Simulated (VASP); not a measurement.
**PbS: single point with r2SCAN**

Crystal: PbS.

```
Pb S
1.0
     2.95468   -2.96891    0.28856
     2.95468    2.96891    0.28856
    -0.58360    0.00000    5.92617
Pb S
2 2
Direct
  0.74998 0.74998 0.75000
  0.25002 0.25002 0.25000
  0.25008 0.25008 0.75003
  0.74992 0.74992 0.24997
```

```yaml
Program: VASP 6.6.1
Task: single point
Functional: r2SCAN
Potentials_or_basis: VASP PAW PBE potentials, release 64 (Pb_d, S)
Cutoff: 520 eV
k_mesh: 2 × 2 × 2
Occupations: gaussian, width 0.01 eV
Spin: no spin polarisation
```

```json
{"Pressure": "5.6 GPa", "Largest force": "0.003 eV/Å", "Band gap on the k mesh": "0.56 eV"}
```

Forces on the atoms (eV/Å):
```
Pb  -0.001  0.000  0.001
Pb   0.001  0.000 -0.001
S    0.001  0.000  0.003
S   -0.001  0.000 -0.003
```

Stress tensor (GPa, compression positive):
```
7.07 0.00 0.46
0.00 7.11 0.00
0.46 0.00 2.62
```

Levels at points of the mesh, in eV from the valence-band top:
```
           k point  band 16  band 17  band 18  band 19  band 20  band 21  band 22  band 23  band 24  band 25
(0.00, 0.00, 0.00)    -3.54    -3.53    -2.23    -2.23    -2.19     4.07     5.38     5.44     5.44     5.99
(0.50, 0.00, 0.00)    -3.79    -1.94    -1.94    -0.81    -0.81     1.65     1.65     2.58     2.59     4.51
(0.50, 0.50, 0.00)    -5.34    -3.55    -3.55    -3.52    -3.51     4.05     4.05     5.98     5.98     6.02
(0.00, 0.00, 0.50)    -2.91    -2.91    -2.91    -1.79    -1.79     2.67     2.67     4.97     4.97     5.20
(0.50, 0.00, 0.50)    -1.81    -1.81    -1.81     0.00     0.00     0.56     0.56     2.09     2.10     2.10
(0.50, 0.50, 0.50)    -4.56    -4.56    -4.56    -1.05    -1.05     2.37     2.37     5.00     5.00     5.01
```

Run time: 71 s on 1 thread of AMD EPYC 7R43 64-Core Processor (Zen 3), on a shared host, peak memory 0.19 GiB.

Caveat: the k points lie up to 0.75 Å⁻¹ apart; the PAW data sets were made with another functional, which shifts forces and pressure a little; spin-orbit coupling is left out, which moves the levels of the heavy elements. A k mesh can miss the band edges.
